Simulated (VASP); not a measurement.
BN:

```xyz
8
Lattice="2.6216 0.0000 0.0000 0.0000 2.5014 3.6000 0.0000 -2.5014 3.6000" Properties=species:S:1:pos:R:3 pbc="T T T"
B     2.5932   -1.2507    5.2762
B     0.0284    1.2507    5.2762
B     1.3108    0.0000    0.3685
B     1.3108    0.0000    3.9685
N     0.0000    0.0000    0.6540
N     0.0000    0.0000    4.2540
N     1.1258    1.2507    2.7013
N     1.4958   -1.2507    2.7013
```

- Program: VASP 6.6.1
- Task: relaxation of cell and atoms
- Functional: PBE
- Potentials or basis: VASP PAW PBE potentials, release 64 (B, N)
- Cutoff: 600 eV
- k mesh: 6 × 4 × 4
- Occupations: gaussian, width 0.1 eV
- Spin: no spin polarisation

At the start: pressure 34.4 GPa; volume 5.90 Å³/atom.

Problem. How do energy, volume and symmetry change on relaxing?

Solution. Over 15 steps the energy falls by 1281.8 meV/atom and the volume is 5.95 Å³/atom (+0.9 %); space group Aem2 (No. 39, to 0.1 Å) before, F-43m (No. 216, to 0.1 Å).

The path:
| step | energy change (eV) | largest force (eV/Å) | pressure (GPa) | volume (Å³) |
| --- | --- | --- | --- | --- |
| 1 | 0.0000 | 12.3170 | 34.37 | 47.22 |
| 2 | -4.1634 | 5.0107 | -26.56 | 56.10 |
| 3 | -8.7869 | 3.2338 | -27.29 | 52.05 |
| 4 | -8.7941 | 3.1858 | -26.51 | 51.89 |
| 5 | -9.0025 | 6.1729 | 19.41 | 45.85 |
| 6 | -9.8603 | 1.8323 | -6.20 | 48.58 |
| 7 | -10.1432 | 1.1269 | 8.05 | 46.68 |
| 8 | -10.1963 | 0.5951 | 3.36 | 47.20 |
| 9 | -10.2429 | 0.3864 | -0.28 | 47.66 |
| 10 | -10.2429 | 0.3715 | -0.17 | 47.64 |
| 11 | -10.2510 | 0.1441 | -0.57 | 47.69 |
| 12 | -10.2510 | 0.1309 | -0.54 | 47.69 |
| 13 | -10.2538 | 0.0554 | 0.19 | 47.60 |
| 14 | -10.2538 | 0.0551 | 0.31 | 47.58 |
| 15 | -10.2540 | 0.0356 | -0.07 | 47.63 |

Final structure:
```
B N
1.0
     2.56330    0.00000    0.00000
     0.00000    2.56371    3.62384
     0.00000   -2.56371    3.62384
B N
4 4
Cartesian
  0.0003 1.2819 1.8126
  2.5630 -1.2819 1.8126
  1.2817 0.0000 7.2474
  1.2817 0.0000 3.6236
  0.0000 0.0000 0.9062
  0.0000 0.0000 4.5300
  1.2815 1.2819 2.7172
  1.2818 -1.2819 2.7172
```
